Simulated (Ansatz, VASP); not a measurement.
# AgCl: VASP beside Ansatz

INCAR

```
ALGO = Normal
EDIFF = 1E-6
ENCUT = 520
GGA = PS
ISIF = 2
ISMEAR = -1
LASPH = T
LCHARG = F
LREAL = F
LWAVE = F
NBANDS = 16
NELM = 80
PREC = Accurate
SIGMA = 0.08
```

Contents of KPOINTS:

```
k-points
0
Gamma
  13 13 13
```

The input POSCAR:

```
AgCl
1.0
    3.1917878359      0.0000000000      0.0000000000
    0.0000000000      3.1917878359      0.0000000000
    0.0000000000      0.0000000000      3.1917878359
Ag Cl
1 1
Direct
    0.0000000000      0.0000000000      0.0000000000
    0.5000000000      0.5000000000      0.5000000000
```

Input for Ansatz:

```yaml
crystal:
  lattice:
    - [3.1917878359, 0.0, 0.0]
    - [0.0, 3.1917878359, 0.0]
    - [0.0, 0.0, 3.1917878359]
  atoms:
    - { symbol: Ag, position: [0.0, 0.0, 0.0] }
    - { symbol: Cl, position: [0.5, 0.5, 0.5] }
kpoints:
  mp_grid: { grid: [13, 13, 13] }
  band_path:
    path:
      - [0.0, 0.0, 0.0]
      - [0.0, 0.5, 0.0]
      - [0.5, 0.5, 0.0]
      - [0.0, 0.0, 0.0]
      - [0.5, 0.5, 0.5]
      - [0.0, 0.5, 0.0]
      - [0.5, 0.5, 0.5]
      - [0.5, 0.5, 0.0]
    npoints: 8
scf:
  occupations: { method: fermi_dirac, width: 0.08 }
hamiltonian:
  xc: pbesol
  pseudopotentials: { kind: paw }
output:
  forces: true
  stress: true
  eigenvalues: true
  populations: true
  dos: { projected: true, de: 0.2, e_range: [-14, 8] }
```

Change from the starting cell: volume scaled by 0.88, PAW files.

Alike in both runs: task single point; functional PBEsol; k mesh 13 × 13 × 13; occupations fermi-dirac, width 0.08 eV; no spin polarisation.

|  | VASP | Ansatz |
| --- | --- | --- |
| version | VASP 6.6.1 | Ansatz 0.2.0 |
| potentials or method | VASP PAW PBE potentials, release 64 (Ag, Cl) | PAW with Ansatz's default frozen-core files, scalar-relativistic |
| plane-wave cutoff (eV) | 520 | 420 |
| valence electrons in the cell | 18 | 26 |

|  | VASP | Ansatz | Ansatz less VASP |
| --- | --- | --- | --- |
| pressure (GPa) | 11.5 | 11.7 | +0.15 |

VASP's potentials were made for PBE, not for PBEsol. VASP's potentials hold 18 valence electrons a cell and Ansatz's 26, so a difference there can come from the potentials and not from the codes.
